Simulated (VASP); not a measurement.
# In (P6_3/mmc) in VASP: a series of runs

The runs below take In through single point, relaxation of cell and atoms, with PBE+D3(BJ).

Everything below comes from runs of VASP 6.6.1. Logs are shortened: lines on timing, memory, paths and dates and some standing lists are left out, and cuts for length are marked.

## 1. The cell of the first run

It takes space group P6_3/mmc (No. 194, hexagonal). The conventional cell has a = 3.329 Å, b = 3.329 Å, c = 5.468 Å, α = 90.00°, β = 90.00°, γ = 120.00°. Within 4.4 Å of In (site symmetry -6m2) lie 12 In at 3.33 to 3.34 Å.

## 2. Single point, PBE+D3(BJ)

Contents of INCAR:

```
SYSTEM = In
  ALGO = Normal
  EDIFF = 1E-6
  ENCUT = 520
  GGA = PE
  ISIF = 2
  ISMEAR = 0
  IVDW = 12
  LASPH = .True.
  LCHARG = .False.
  LREAL = .False.
  LWAVE = .False.
  NBANDS = 20
  NELM = 100
  PREC = Accurate
  SIGMA = 0.1
```

Contents of KPOINTS:

```
k-points
0
Gamma
  15 15 8
  0 0 0
```

Contents of POSCAR:

```
In
1.0
    3.3287680751      0.0000000000      0.0000000000
   -1.6643840375      2.8827977163      0.0000000000
    0.0000000000      0.0000000000      5.4684164574
In
2
Direct
    0.3333333333      0.6666666667      0.2500000000
    0.6666666667      0.3333333333      0.7500000000
```

Potentials or basis: VASP PAW PBE potentials, release 64 (In_d).

Launch:

```
$ cat potpaw_PBE.64/In_d/POTCAR > POTCAR
$ mpirun -np 1 vasp_std > vasp.out
```

OUTCAR:

```text
SYSTEM = In
   EDIFF = 1E-6
   ENCUT = 520
   GGA = PE
   ISIF = 2
   ISMEAR = 0
   IVDW = 12
   LASPH = .True.
   LREAL = .False.
   NELM = 100
   PREC = Accurate
 IVDW          = 12

 ion  position               nearest neighbor table
   1  0.333  0.667  0.250-   2 3.34   2 3.34   2 3.34   2 3.34   2 3.34   2 3.34
   2  0.667  0.333  0.750-   1 3.34   1 3.34   1 3.34   1 3.34   1 3.34   1 3.34

  LATTYP: Found a hexagonal cell.
 ALAT       =     3.3287680751
 C/A-ratio  =     1.6427748446

  Lattice vectors:

 A1 = (   3.3287680751,   0.0000000000,   0.0000000000)
 A2 = (  -1.6643840375,   2.8827977163,   0.0000000000)
 A3 = (   0.0000000000,   0.0000000000,   5.4684164574)

Analysis of symmetry for initial positions (statically):
=====================================================================
 Subroutine PRICEL returns:
 Original cell was already a primitive cell.

 Routine SETGRP: Setting up the symmetry group for a
 hexagonal supercell.

 Subroutine GETGRP returns: Found 24 space group operations
 (whereof 12 operations were pure point group operations)
 out of a pool of 24 trial point group operations.

The static configuration has the point symmetry D_3d.
 The point group associated with its full space group is D_6h.

Analysis of symmetry for dynamics (positions and initial velocities):
=====================================================================
 Subroutine PRICEL returns:
 Original cell was already a primitive cell.

 Routine SETGRP: Setting up the symmetry group for a
 hexagonal supercell.

 Subroutine GETGRP returns: Found 24 space group operations
 (whereof 12 operations were pure point group operations)
 out of a pool of 24 trial point group operations.

The dynamic configuration has the point symmetry D_3d.
 The point group associated with its full space group is D_6h.

 Subroutine INISYM returns: Found 24 space group operations
 (whereof 12 operations are pure point group operations),
 and found     1 'primitive' translations

----------------------------------------------------------------------------------------

                                     Primitive cell

  volume of cell :      52.4758

  direct lattice vectors                    reciprocal lattice vectors
     3.328768075  0.000000000  0.000000000     0.300411437  0.173442624  0.000000000
    -1.664384038  2.882797716  0.000000000     0.000000000  0.346885248  0.000000000
     0.000000000  0.000000000  5.468416457     0.000000000  0.000000000  0.182868296

  length of vectors
     3.328768075  3.328768075  5.468416457     0.346885248  0.346885248  0.182868296

  position of ions in fractional coordinates (direct lattice)
     0.333333333  0.666666667  0.250000000
     0.666666667  0.333333333  0.750000000

  ion indices of the primitive-cell ions
   primitive index   ion index
                 1           1
                 2           2

----------------------------------------------------------------------------------------

 KPOINTS: k-points

Automatic generation of k-mesh.
 Grid dimensions read from file:
 generate k-points for:   15   15    8

 Generating k-lattice:

  Cartesian coordinates                     Fractional coordinates (reciprocal lattice)
     0.020027429  0.011562842  0.000000000     0.066666667 -0.000000000  0.000000000
     0.000000000  0.023125683  0.000000000     0.000000000  0.066666667  0.000000000
     0.000000000  0.000000000  0.022858537     0.000000000  0.000000000  0.125000000

  Length of vectors
     0.023125683  0.023125683  0.022858537

  Shift w.r.t. Gamma in fractional coordinates (k-lattice)
     0.000000000  0.000000000  0.000000000

 Subroutine IBZKPT returns following result:
 ===========================================

 Found    135 irreducible k-points:

 Following reciprocal coordinates:
            Coordinates               Weight
  0.000000  0.000000  0.000000      1.000000
  0.066667  0.000000  0.000000      6.000000
  0.133333 -0.000000  0.000000      6.000000
  0.200000 -0.000000  0.000000      6.000000
  0.266667 -0.000000  0.000000      6.000000
  0.333333 -0.000000  0.000000      6.000000
[... 16 lines left out ...]
  0.333333  0.200000  0.000000     12.000000
  0.400000  0.200000  0.000000      6.000000
 [... further k-points ...]
   k-points           NKPTS =    135   k-points in BZ     NKDIM =    135   number of bands    NBANDS=     20
   number of dos      NEDOS =    301   number of ions     NIONS =      2
   total plane-waves  NPLWV =  32928
   dimension x,y,z NGX =    28 NGY =   28 NGZ =   42
   dimension x,y,z NGXF=    56 NGYF=   56 NGZF=   84
   ions per type =               2
   NGX,Y,Z   is equivalent  to a cutoff of  13.98, 13.98, 12.77 a.u.
   NGXF,Y,Z  is equivalent  to a cutoff of  27.97, 27.97, 25.54 a.u.
 SYSTEM =  In
   PREC   = accura    normal or accurate (medium, high low for compatibility)
   ISTART =      0    job   : 0-new  1-cont  2-samecut
   ICHARG =      2    charge: 1-file 2-atom 10-const
   ISPIN  =      1    spin polarized calculation?
   LNONCOLLINEAR =      F non collinear calculations
   LSORBIT =      F    spin-orbit coupling
   LASPH  =      T    aspherical Exc in radial PAW
   ENCUT  =  520.0 eV  38.22 Ry    6.18 a.u.   6.19  6.19 10.17*2*pi/ulx,y,z
   NELM   =    100;   NELMIN=  2; NELMDL= -5     # of ELM steps
   EDIFF  = 0.1E-05   stopping-criterion for ELM
   LREAL  =      F    real-space projection
   EDIFFG = 0.1E-04   stopping-criterion for IOM
   NSW    =      0    number of steps for IOM
   IBRION =     -1    ionic relax: 0-MD 1-quasi-New 2-CG
   NFREE  =      0    steps in history (QN), initial steepest desc. (CG)
   ISIF   =      2    stress and relaxation
   ISYM   =      2    0-nonsym 1-usesym 2-fastsym
   POTIM  = 0.5000    time-step for ionic-motion
   TEBEG  =    0.0;   TEEND  =   0.0 temperature during run
   PSTRESS=    0.0 pullay stress
   NELECT =      26.0000    total number of electrons
   NUPDOWN=      -1.0000    fix difference up-down
   EMIN   =  10.00;   EMAX   =-10.00  energy-range for DOS
   EFERMI =   0.00;   METHOD = LEGACY
   ISMEAR =     0;   SIGMA  =   0.10  broadening in eV -4-tet -1-fermi 0-gaus
   EFERMI_NEDOS =   21; number of points for ismear=-14 and -15
   IALGO  =     38    algorithm
   IMIX   =      4    mixing-type and parameters
     AMIX     =   0.40;   BMIX     =  1.00
     AMIX_MAG =   1.60;   BMIX_MAG =  1.00
  volume/ion in A,a.u.               =      26.24       177.06
  Fermi-wavevector in a.u.,A,eV,Ry     =   1.295427  2.448002 22.832350  1.678130
  Thomas-Fermi vector in A             =   2.426947
   LORBIT       =      0    0 simple, 1 ext, 2 COOP (PROOUT), +10 PAW based schemes
   GGA     = PE    functional components
   LHFCALC =     F    Hartree Fock is set to
   AEXX    =    0.0000 exact exchange contribution
   IVDW    =    12    specifies the selected vdW correction
   LEPSILON=     F    determine dielectric tensor
   LRPA    =     F    only Hartree local field effects (RPA)
 non-spin polarized calculation
 Gauss-broadening in eV      SIGMA  =   0.10
  energy-cutoff  :      520.00
  volume of cell :       52.48
 maximum number of plane-waves:      1436
 NGX is ok and might be reduce to    28
   NGX = 13   NGY = 13   NGZ = 21

 number of electron      26.0000002 magnetization

 Free energy of the ion-electron system (eV)
  ---------------------------------------------------
  ext. energy  EPLUGINS =         0.00000000
  ---------------------------------------------------
  free energy    TOTEN  =        -5.09472184 eV

  energy without entropy =       -5.09020800  energy(sigma->0) =       -5.09246492

 E-fermi :   7.5022     XC(G=0): -10.2402

 val. band max:        7.4820434667   @ k =   0.2667   0.2667   0.3750
 cond. band min:       7.5159403661   @ k =   0.2667   0.2000   0.0000
 fundamental gap:      0.0338968994
 Fermi energy:         7.5021616905

 k-point     1 :       0.0000    0.0000    0.0000
  band No.  band energies     occupation
      1      -7.2064      2.00000
      2      -7.1450      2.00000
      3      -7.1120      2.00000
      4      -7.1120      2.00000
      5      -7.0840      2.00000
      6      -7.0840      2.00000
[... 12 lines left out ...]
     19      18.3744      0.00000
     20      18.8723      0.00000

 k-point     2 :       0.0667    0.0000    0.0000
  band No.  band energies     occupation
      1      -7.2003      2.00000
      2      -7.1483      2.00000
      3      -7.1045      2.00000
      4      -7.0993      2.00000
      5      -7.0834      2.00000
      6      -7.0719      2.00000
[... 12 lines left out ...]
     19      18.9255      0.00000
     20      19.2932      0.00000

 k-point     3 :       0.1333   -0.0000    0.0000
  band No.  band energies     occupation
      1      -7.1992      2.00000
      2      -7.1451      2.00000
      3      -7.0954      2.00000
      4      -7.0665      2.00000
      5      -7.0631      2.00000
      6      -7.0492      2.00000
[... 12 lines left out ...]
     19      18.3318      0.00000
     20      19.3487      0.00000

 k-point     4 :       0.2000   -0.0000    0.0000
  band No.  band energies     occupation
      1      -7.2243      2.00000
      2      -7.1239      2.00000
      3      -7.0953      2.00000
      4      -7.0825      2.00000
      5      -7.0600      2.00000
      6      -7.0201      2.00000
[... 12 lines left out ...]
     19      17.8468      0.00000
     20      19.1231      0.00000

 k-point     5 :       0.2667   -0.0000    0.0000
  band No.  band energies     occupation
      1      -7.2586      2.00000
      2      -7.1302      2.00000
      3      -7.1246      2.00000
      4      -7.0808      2.00000
      5      -7.0652      2.00000
      6      -6.9635      2.00000
[... 12 lines left out ...]
     19      17.1675      0.00000
     20      18.7044      0.00000

 k-point     6 :       0.3333   -0.0000    0.0000
  band No.  band energies     occupation
      1      -7.2916      2.00000
      2      -7.1679      2.00000
      3      -7.1470      2.00000
      4      -7.0996      2.00000
      5      -7.0290      2.00000
      6      -6.9739      2.00000
[... 12 lines left out ...]
     19      16.5681      0.00000
     20      18.2265      0.00000

 k-point     7 :       0.4000   -0.0000    0.0000
  band No.  band energies     occupation
      1      -7.3171      2.00000
      2      -7.2030      2.00000
      3      -7.1618      2.00000
      4      -7.1137      2.00000
      5      -7.0009      2.00000
      6      -6.9945      2.00000
[... 12 lines left out ...]
     19      16.1387      0.00000
     20      17.8869      0.00000
[... 277 lines left out ...]
 k-point    20 :       0.4000    0.1333    0.0000
  band No.  band energies     occupation
      1      -7.2753      2.00000
      2      -7.2320      2.00000
      3      -7.1253      2.00000
      4      -7.1112      2.00000
      5      -7.0117      2.00000
      6      -6.9904      2.00000
[... 12 lines left out ...]
     19      15.5894      0.00000
     20      17.6204      0.00000

 k-point    21 :       0.2000    0.2000    0.0000
  band No.  band energies     occupation
      1      -7.1777      2.00000
      2      -7.1753      2.00000
      3      -7.1716      2.00000
      4      -7.1037      2.00000
      5      -7.0219      2.00000
      6      -6.9828      2.00000
[... 12 lines left out ...]
     19      15.4926      0.00000
     20      19.7762      0.00000

 k-point    22 :       0.2667    0.2000    0.0000
  band No.  band energies     occupation
      1      -7.2106      2.00000
      2      -7.1957      2.00000
      3      -7.1323      2.00000
      4      -7.1053      2.00000
      5      -7.0080      2.00000
      6      -6.9946      2.00000
[... 12 lines left out ...]
     19      14.7879      0.00000
     20      19.8065      0.00000

 k-point    23 :       0.3333    0.2000    0.0000
  band No.  band energies     occupation
      1      -7.2348      2.00000
      2      -7.2099      2.00000
      3      -7.1013      2.00000
      4      -7.0985      2.00000
      5      -7.0152      2.00000
      6      -6.9955      2.00000
[... 12 lines left out ...]
     19      14.4401      0.00000
     20      19.6412      0.00000

 k-point    24 :       0.4000    0.2000    0.0000
  band No.  band energies     occupation
      1      -7.2434      2.00000
      2      -7.2149      2.00000
      3      -7.0982      2.00000
      4      -7.0863      2.00000
      5      -7.0242      2.00000
      6      -6.9846      2.00000
[... 12 lines left out ...]
     19      14.3336      0.00000
     20      19.5806      0.00000

 [... further k-points ...]

------------------------ aborting loop because EDIFF is reached ----------------------------------------

 Edisp (eV)   -0.67422

 E8    (eV) :    -0.3365

  FORCE on cell =-STRESS in cart. coord.  units (eV):
  Direction    XX          YY          ZZ          XY          YZ          ZX
  --------------------------------------------------------------------------------------
  -------------------------------------------------------------------------------------
  Total      -0.00097    -0.00097    -0.02677    -0.00000     0.00000     0.00000
  in kB      -0.02950    -0.02950    -0.81743    -0.00000     0.00000     0.00000
  external pressure =       -0.29 kB  Pullay stress =        0.00 kB

 VOLUME and BASIS-vectors are now :
 -----------------------------------------------------------------------------
  energy-cutoff  :      520.00
  volume of cell :       52.48
      direct lattice vectors                 reciprocal lattice vectors
     3.328768075  0.000000000  0.000000000     0.300411437  0.173442624  0.000000000
    -1.664384038  2.882797716  0.000000000     0.000000000  0.346885248  0.000000000
     0.000000000  0.000000000  5.468416457     0.000000000  0.000000000  0.182868296

 POSITION                                       TOTAL-FORCE (eV/Angst)
 -----------------------------------------------------------------------------------
     -0.00000      1.92187      1.36710        -0.000000      0.000000      0.000000
      1.66438      0.96093      4.10131         0.000000     -0.000000      0.000000
 -----------------------------------------------------------------------------------
    total drift:                               -0.000000      0.000000     -0.000000

  FREE ENERGIE OF THE ION-ELECTRON SYSTEM (eV)
  ---------------------------------------------------
  free  energy   TOTEN  =        -5.7689417931 eV

  energy  without entropy=       -5.7644279565  energy(sigma->0) =       -5.76668487
```

Run time: 42 s. Hardware: 1 thread of Intel Xeon 6975P-C (Granite Rapids), shared host; peak memory 0.25 GiB.

Results:

```yaml
Free_energy: -5.7689 eV
Pressure: 0.0 GPa
Band_gap_on_the_k_mesh: zero (band 13 reaches 11.16 eV, above the bottom of band 14 at 4.91 eV)
Dispersion_energy_per_atom: -0.337 eV
```

Stress tensor (GPa, compression positive):
```
 0.00  0.00  0.00
 0.00  0.00  0.00
 0.00  0.00 -0.08
```

Levels at points of the mesh, in eV from the Fermi level:
| k point | band 9 | band 10 | band 11 | band 12 | band 13 | band 14 | band 15 | band 16 | band 17 | band 18 |
| --- | --- | --- | --- | --- | --- | --- | --- | --- | --- | --- |
| (0.00, 0.00, 0.00) | -14.34 | -14.34 | -9.54 | -4.39 | -3.40 | 8.39 | 8.39 | 10.22 | 10.22 | 10.51 |
| (0.00, 0.00, 0.50) | -14.40 | -14.40 | -8.16 | -8.16 | 3.01 | 3.01 | 9.41 | 9.41 | 9.41 | 9.41 |

Caveat: spin-orbit coupling is left out, which moves the levels of the heavy elements; pairwise dispersion overbinds metals, which lowers pressure and volume.

(Continued in part 2 of 2.)
